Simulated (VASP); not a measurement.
The system is Cu.

```
Cu
1.0
     2.55619    0.00000    0.00000
     1.27810    2.21373    0.00000
     1.27810    0.73791    2.08712
Cu
1
Direct
  0.00000 0.00000 0.00000
```

- Program: VASP 6.6.1
- Task: relaxation of volume and atoms at fixed shape
- Functional: LDA
- Potentials or basis: VASP PAW LDA potentials, release 64 (Cu)
- Cutoff: 600 eV
- k mesh: 21 × 21 × 21
- Occupations: methfessel-paxton, width 0.05 eV
- Spin: no spin polarisation

At the start: pressure -11.8 GPa; volume 11.81 Å³/atom.

Q: Where does the relaxation end?

A: Over 3 steps the energy falls by 35.1 meV/atom and the volume is 10.93 Å³/atom (-7.4 %); space group Fm-3m (No. 225, to 0.05 Å).

Step by step:
| step | energy change (eV) | largest force (eV/Å) | pressure (GPa) | volume (Å³) |
| --- | --- | --- | --- | --- |
| 1 | 0.0000 | 0.0000 | -11.80 | 11.81 |
| 2 | -0.0176 | 0.0000 | 10.75 | 10.39 |
| 3 | -0.0351 | 0.0000 | -0.08 | 10.93 |

Final structure:
```
Cu
1.0
     2.49139    0.00000    0.00000
     1.24569    2.15761    0.00000
     1.24569    0.71920    2.03421
Cu
1
Direct
  0.00000 0.00000 0.00000
```
